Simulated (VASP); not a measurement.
**From an Ansatz input to VASP: BeTe (strained zincblende)**

Ansatz input

```yaml
crystal:
  lattice:
    - [0.0, 2.9417685705, 2.9417685705]
    - [2.9417685705, 0.0, 2.9417685705]
    - [2.9417685705, 2.9417685705, 0.0]
  atoms:
    - { symbol: Be, position: [0.0, 0.0, 0.0] }
    - { symbol: Te, position: [0.25, 0.25, 0.25] }
kpoints:
  mp_grid: { grid: [8, 8, 8] }
  band_path:
    path:
      - [0.0, 0.0, 0.0]
      - [-0.5, -0.5, 0.0]
      - [-0.375, -0.375, 0.25]
      - [-0.375, 0.0, 0.375]
      - [0.0, 0.0, 0.5]
      - [-0.5, -0.25, 0.25]
      - [0.0, 0.5, 0.5]
    npoints: 1
hamiltonian:
  xc: r2scan
scf:
  occupations: { method: fixed }
  n_extra_bands: 4
output:
  forces: true
  stress: true
  eigenvalues: true
```

Question: Translate this input to VASP.

Answer: 

INCAR

```
EDIFF = 1E-7
NELM = 120
ALGO = Normal
IBRION = -1
NBANDS = 11
ISIF = 2
LREAL = .FALSE.
LCHARG = .TRUE.
SIGMA = 0.01
LELF = .TRUE.
NSW = 0
METAGGA = R2SCAN
ISMEAR = 0
LWAVE = .FALSE.
ENCUT = 520
PREC = Accurate
LASPH = .TRUE.
```

KPOINTS

```
KPOINTS created by Atomic Simulation Environment
0
Gamma
8 8 8
0 0 0
```

KPOINTS_OPT

```
special points
7
Reciprocal
0.0000000000 0.0000000000 0.0000000000 1
-0.5000000000 -0.5000000000 0.0000000000 1
-0.3750000000 -0.3750000000 0.2500000000 1
-0.3750000000 0.0000000000 0.3750000000 1
0.0000000000 0.0000000000 0.5000000000 1
-0.5000000000 -0.2500000000 0.2500000000 1
0.0000000000 0.5000000000 0.5000000000 1
```

POSCAR

```
Be Te
 1.0000000000000000
     0.0000000000000000    2.9417685704999998    2.9417685704999998
     2.9417685704999998    0.0000000000000000    2.9417685704999998
     2.9417685704999998    2.9417685704999998    0.0000000000000000
 Be  Te
   1   1
Cartesian
  0.0000000000000000  0.0000000000000000  0.0000000000000000
  1.4708842852499999  1.4708842852499999  1.4708842852499999
```

VASP ran with the recommended PBE PAW datasets (8 valence electrons in the cell). Other inputs would serve too.

```csv
,Ansatz,VASP
gap between bands v and c,2.63 eV,2.62 eV
least direct gap,3.52 eV,3.53 eV
pressure,-5.5 GPa,-5.5 GPa
```

Datasets and cutoffs are each program's own. VASP's cell holds 8 valence electrons and Ansatz's 18. Ansatz's stress includes a Pulay correction; VASP's doesn't.

VASP's potentials hold 8 valence electrons a cell and Ansatz's 18, so a difference between the two programs can come from the potentials and not from the codes.
